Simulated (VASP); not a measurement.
# Ta (Im-3m) in VASP: single point with PBE+D3(BJ)

Aim: the single point of Ta with PBE+D3(BJ).

Everything below comes from runs of VASP 6.6.1. Logs are shortened: lines on timing, memory, paths and dates and some standing lists are left out, and cuts for length are marked.

### 1 The cell of the first run

Symmetry: Im-3m, No. 229, cubic system. The conventional cell has a = 3.285 Å, b = 3.285 Å, c = 3.285 Å, α = 90.00°, β = 90.00°, γ = 90.00°. Within 3.7 Å of Ta (site symmetry m-3m) lie 14 Ta at 2.84 to 3.28 Å.

### 2 Single point, PBE+D3(BJ)

File INCAR:

```
SYSTEM = Ta
PREC = Accurate
ENCUT = 520
EDIFF = 1E-6
ISMEAR = 0
SIGMA = 0.1
LREAL = .False.
LASPH = .True.
NELM = 60
ALGO = Normal
ISIF = 2
LWAVE = .False.
LCHARG = .False.
GGA = PE
IVDW = 12
NBANDS = 12
```

File KPOINTS:

```
Automatic mesh
0
Gamma
  18 18 18
  0 0 0
```

File POSCAR:

```
Ta
1.0
   -1.6424989977      1.6424989977      1.6424989977
    1.6424989977     -1.6424989977      1.6424989977
    1.6424989977      1.6424989977     -1.6424989977
Ta
1
Direct
    0.0000000000      0.0000000000      0.0000000000
```

Potentials or basis: VASP PAW PBE potentials, release 64 (Ta_pv).

Started as:

```sh
$ cat potpaw_PBE.64/Ta_pv/POTCAR > POTCAR
$ mpirun -np 1 vasp_std > vasp.out
```

OUTCAR:

```text
SYSTEM = Ta
   PREC = Accurate
   ENCUT = 520
   EDIFF = 1E-6
   ISMEAR = 0
   LREAL = .False.
   LASPH = .True.
   NELM = 60
   ISIF = 2
   GGA = PE
   IVDW = 12
 IVDW          = 12

 ion  position               nearest neighbor table
   1  0.000  0.000  0.000-

  LATTYP: Found a body centered cubic cell.
 ALAT       =     3.2849979954

  Lattice vectors:

 A1 = (  -1.6424989977,   1.6424989977,   1.6424989977)
 A2 = (   1.6424989977,  -1.6424989977,   1.6424989977)
 A3 = (   1.6424989977,   1.6424989977,  -1.6424989977)

Analysis of symmetry for initial positions (statically):
=====================================================================
 Subroutine PRICEL returns:
 Original cell was already a primitive cell.

 Routine SETGRP: Setting up the symmetry group for a
 body centered cubic supercell.

 Subroutine GETGRP returns: Found 48 space group operations
 (whereof 48 operations were pure point group operations)
 out of a pool of 48 trial point group operations.

The static configuration has the point symmetry O_h .

Analysis of symmetry for dynamics (positions and initial velocities):
=====================================================================
 Subroutine PRICEL returns:
 Original cell was already a primitive cell.

 Routine SETGRP: Setting up the symmetry group for a
 body centered cubic supercell.

 Subroutine GETGRP returns: Found 48 space group operations
 (whereof 48 operations were pure point group operations)
 out of a pool of 48 trial point group operations.

The dynamic configuration has the point symmetry O_h .

 Subroutine INISYM returns: Found 48 space group operations
 (whereof 48 operations are pure point group operations),
 and found     1 'primitive' translations

----------------------------------------------------------------------------------------

                                     Primitive cell

  volume of cell :      17.7246

  direct lattice vectors                    reciprocal lattice vectors
    -1.642498998  1.642498998  1.642498998     0.000000000  0.304414189  0.304414189
     1.642498998 -1.642498998  1.642498998     0.304414189  0.000000000  0.304414189
     1.642498998  1.642498998 -1.642498998     0.304414189  0.304414189  0.000000000

  length of vectors
     2.844891715  2.844891715  2.844891715     0.430506674  0.430506674  0.430506674

  position of ions in fractional coordinates (direct lattice)
     0.000000000  0.000000000  0.000000000

[... 82 lines left out ...]
   ISYM   =      2    0-nonsym 1-usesym 2-fastsym
   POTIM  = 0.5000    time-step for ionic-motion
   TEBEG  =    0.0;   TEEND  =   0.0 temperature during run
   PSTRESS=    0.0 pullay stress
   NELECT =      11.0000    total number of electrons
   NUPDOWN=      -1.0000    fix difference up-down
   EMIN   =  10.00;   EMAX   =-10.00  energy-range for DOS
   EFERMI =   0.00;   METHOD = LEGACY
   ISMEAR =     0;   SIGMA  =   0.10  broadening in eV -4-tet -1-fermi 0-gaus
   EFERMI_NEDOS =   21; number of points for ismear=-14 and -15
   IALGO  =     38    algorithm
   IMIX   =      4    mixing-type and parameters
     AMIX     =   0.40;   BMIX     =  1.00
     AMIX_MAG =   1.60;   BMIX_MAG =  1.00
  volume/ion in A,a.u.               =      17.72       119.61
  Fermi-wavevector in a.u.,A,eV,Ry     =   1.396413  2.638838 26.530951  1.949970
  Thomas-Fermi vector in A             =   2.519770
   LORBIT       =      0    0 simple, 1 ext, 2 COOP (PROOUT), +10 PAW based schemes
   GGA     = PE    functional components
   LHFCALC =     F    Hartree Fock is set to
   AEXX    =    0.0000 exact exchange contribution
   IVDW    =    12    specifies the selected vdW correction
   LEPSILON=     F    determine dielectric tensor
   LRPA    =     F    only Hartree local field effects (RPA)
 non-spin polarized calculation
 Gauss-broadening in eV      SIGMA  =   0.10
  energy-cutoff  :      520.00
  volume of cell :       17.72
 maximum number of plane-waves:       490
 NGX is ok and might be reduce to    24
   NGX = 11   NGY = 11   NGZ = 11

 number of electron      11.0000002 magnetization

 Free energy of the ion-electron system (eV)
  ---------------------------------------------------
  ext. energy  EPLUGINS =         0.00000000
  ---------------------------------------------------
  free energy    TOTEN  =       -11.80510015 eV

  energy without entropy =      -11.79910455  energy(sigma->0) =      -11.80210235

 E-fermi :   5.6300     XC(G=0): -12.6999

 val. band max:        5.6253125423   @ k =   0.1111   0.0556   0.0556
 cond. band min:       5.6332674607   @ k =  -0.2778   0.3889   0.1111
 fundamental gap:      0.0079549184
 Fermi energy:         5.6300113087

 k-point     1 :       0.0000    0.0000    0.0000
  band No.  band energies     occupation
      1     -27.3866      2.00000
      2     -27.3866      2.00000
      3     -27.3866      2.00000
      4      -2.3607      2.00000
      5       6.3539      0.00000
      6       6.3539      0.00000
      7       6.3539      0.00000
      8       9.6841      0.00000
      9       9.6841      0.00000
     10      20.3753      0.00000
     11      20.7035      0.00000
     12      20.7035      0.00000
[... 331 lines left out ...]
 k-point    24 :       0.3889    0.1111    0.0000
  band No.  band energies     occupation
      1     -28.5473      2.00000
      2     -27.8193      2.00000
      3     -27.4493      2.00000
      4       1.5735      2.00000
      5       4.1544      2.00000
      6       6.3200      0.00000
      7       9.4389      0.00000
      8      10.7650      0.00000
      9      13.6731      0.00000
     10      17.3528      0.00000
     11      18.7321      0.00000
     12      20.3842      0.00000

 [... further k-points ...]

------------------------ aborting loop because EDIFF is reached ----------------------------------------

 Edisp (eV)   -0.67355

 E8    (eV) :    -0.3527

  FORCE on cell =-STRESS in cart. coord.  units (eV):
  Direction    XX          YY          ZZ          XY          YZ          ZX
  --------------------------------------------------------------------------------------
  -------------------------------------------------------------------------------------
  Total       0.01525     0.01525     0.01525     0.00000    -0.00000     0.00000
  in kB       1.37893     1.37893     1.37893     0.00000    -0.00000     0.00000
  external pressure =        1.38 kB  Pullay stress =        0.00 kB

 VOLUME and BASIS-vectors are now :
 -----------------------------------------------------------------------------
  energy-cutoff  :      520.00
  volume of cell :       17.72
      direct lattice vectors                 reciprocal lattice vectors
    -1.642498998  1.642498998  1.642498998     0.000000000  0.304414189  0.304414189
     1.642498998 -1.642498998  1.642498998     0.304414189  0.000000000  0.304414189
     1.642498998  1.642498998 -1.642498998     0.304414189  0.304414189  0.000000000

 POSITION                                       TOTAL-FORCE (eV/Angst)
 -----------------------------------------------------------------------------------
      0.00000      0.00000      0.00000        -0.000000     -0.000000      0.000000
 -----------------------------------------------------------------------------------
    total drift:                                0.000000      0.000000     -0.000000

  FREE ENERGIE OF THE ION-ELECTRON SYSTEM (eV)
  ---------------------------------------------------
  free  energy   TOTEN  =       -12.4786488323 eV

  energy  without entropy=      -12.4726532386  energy(sigma->0) =      -12.47565104
```

OSZICAR:

```text
N       E                     dE             d eps       ncg     rms          rms(c)
DAV:   1     0.609600231206E+02    0.60960E+02   -0.60571E+03  4696   0.874E+02
DAV:   2    -0.112061910879E+02   -0.72166E+02   -0.70410E+02  5216   0.247E+02
DAV:   3    -0.122498211913E+02   -0.10436E+01   -0.10260E+01  5520   0.277E+01
DAV:   4    -0.122526489837E+02   -0.28278E-02   -0.28274E-02  5236   0.158E+00
DAV:   5    -0.122526574096E+02   -0.84259E-05   -0.84256E-05  5548   0.847E-02    0.139E+01
DAV:   6    -0.119101930136E+02    0.34246E+00   -0.27302E-01  5476   0.567E+00    0.683E+00
DAV:   7    -0.118059304503E+02    0.10426E+00   -0.24677E-01  5436   0.503E+00    0.392E-01
DAV:   8    -0.118051244453E+02    0.80600E-03   -0.77395E-03  5064   0.718E-01    0.120E-01
DAV:   9    -0.118051071944E+02    0.17251E-04   -0.10165E-04  5524   0.110E-01    0.267E-02
DAV:  10    -0.118051002244E+02    0.69700E-05   -0.32975E-06  5140   0.204E-02    0.306E-03
DAV:  11    -0.118051001470E+02    0.77351E-07   -0.15618E-07  2812   0.442E-03
   1 F= -.12478649E+02 E0= -.12475651E+02  d E =-.599559E-02
```

stdout:

```text
POSCAR found type information on POSCAR Ta
 POSCAR found :  1 types and       1 ions
 scaLAPACK will be used
 LDA part: xc-table for (Slater+PW92), standard interpolation
 POSCAR, INCAR and KPOINTS ok, starting setup
 FFT: planning ... GRIDC
 FFT: planning ... GRID_SOFT
 FFT: planning ... GRID
 WAVECAR not read
 entering main loop
```

It took 35 s on 1 thread of Intel Xeon Platinum 8259CL at 2.50GHz (Skylake/Cascade Lake), shared host; peak memory 0.17 GiB.

Results:

```yaml
Free_energy: -12.4786 eV
Pressure: 0.1 GPa
Dispersion_energy_per_atom: -0.674 eV
```

Caveat: spin-orbit coupling is left out, which moves the levels of the heavy elements; pairwise dispersion overbinds metals, which lowers pressure and volume.
